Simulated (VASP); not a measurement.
Here is a VASP 6.6.1 calculation.

The input INCAR:

```
PREC = Accurate
ENCUT = 520
EDIFF = 1E-6
ISMEAR = -1
SIGMA = 0.02
LREAL = Auto
LASPH = True
NELM = 100
ALGO = Normal
ISIF = 2
LWAVE = False
LCHARG = False
GGA = PE
IVDW = 12
IBRION = 2
NSW = 35
EDIFFG = -0.3
```

KPOINTS

```
regular mesh
0
Gamma
  1 1 1
```

POSCAR

```
CO2
1.0
    8.0824800000      0.0000000000      0.0000000000
    0.0000000000      8.0824800000      0.0000000000
    0.0000000000      0.0000000000      8.0824800000
C O
8 16
Direct
    0.1618117000      0.9077233000      0.8365730000
    0.2764484000      0.2322574000      0.2660299000
    0.6008747000      0.0233690000      0.9023447000
    0.7920520000      0.5430556000      0.2775227000
    0.6158769000      0.6255467000      0.8829350000
    0.1660000000      0.8232664000      0.3304422000
    0.9085310000      0.2225958000      0.6888956000
    0.2876703000      0.5068030000      0.1136368000
    0.1927691000      0.9634723000      0.9677207000
    0.1308543000      0.8519743000      0.7054253000
    0.2262789000      0.2600561000      0.4001055000
    0.3266179000      0.2044587000      0.1319542000
    0.6034595000      0.0195439000      1.0481003000
    0.5982899000      0.0271940000      0.7565890000
    0.7000144000      0.5796556000      0.3845532000
    0.8840897000      0.5064557000      0.1704921000
    0.6158466000      0.6250728000      1.0287630000
    0.6159073000      0.6260206000      0.7371070000
    0.2819166000      0.8640453000      0.4089689000
    0.0500835000      0.7824875000      0.2519155000
    0.8504996000      0.2397608000      0.5562165000
    0.9665624000      0.2054309000      0.8215748000
    0.2873339000      0.5486870000      0.2533208000
    0.2880066000      0.4649189000     -0.0260473000
```

Potentials or basis: VASP PAW PBE potentials, release 64 (C, O).

Run with:

```bash
$ cat potpaw_PBE.64/C/POTCAR potpaw_PBE.64/O/POTCAR > POTCAR
$ mpirun -np 1 vasp_gam > vasp.out
```

Question: Estimate the dispersion energy per atom.

Answer: -0.046 eV.

Question: Predict the energy gained by relaxing.

Answer: 32.4 meV/atom.

Stress tensor (GPa, compression positive):
```
 0.23  0.09 -0.12
 0.09  0.58  0.09
-0.12  0.09  0.63
```

Caveat: the k points lie up to 0.78 Å⁻¹ apart.
